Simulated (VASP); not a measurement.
A run of VASP 6.6.1:

INCAR

```
SYSTEM = Sn
ALGO     = Normal         ! electronic algorithm
EDIFF    = 1E-7           ! SCF threshold, eV
ENCUT    = 520            ! plane-wave cutoff, eV
GGA      = CA             ! functional
ISIF     = 2              ! what is computed and relaxed
ISMEAR   = -1             ! smearing method
LASPH    = .True.         ! aspherical terms in the spheres
LCHARG   = .False.        ! write CHGCAR
LREAL    = .False.        ! projectors in reciprocal space
LWAVE    = .False.        ! write WAVECAR
NBANDS   = 36             ! bands
NELM     = 80             ! most SCF steps
PREC     = Accurate       ! precision mode
SIGMA    = 0.1            ! smearing width, eV
```

KPOINTS

```
k-points
0
Gamma
  15 15 4
  0 0 0
```

POSCAR

```
Sn
1.0
    3.2985098344      0.0000000000      0.0000000000
   -1.6492549172      2.8565933112      0.0000000000
    0.0000000000      0.0000000000     10.9059425990
Sn
4
Direct
    1.0000000000      0.0000000000      0.0000000000
    1.0000000000      0.0000000000      0.5000000000
    0.3333333333      0.6666666667      0.2500000000
    0.6666666667      0.3333333333      0.7500000000
```

Potentials or basis: VASP PAW LDA potentials, release 64 (Sn_d).

The run is started by

```console
$ cat potpaw_LDA.64/Sn_d/POTCAR > POTCAR
$ mpirun -np 1 vasp_std > vasp.out
```

Hardware: 1 thread of Intel(R) Xeon(R) Platinum 8488C (Sapphire Rapids), on a shared host.

Q: How long does it take, and how much memory?

A: Wall time 6.8 min on 1 thread of Intel(R) Xeon(R) Platinum 8488C (Sapphire Rapids) (shared host), peak memory 0.34 GiB. Counts: scf iterations 13, k points 81.
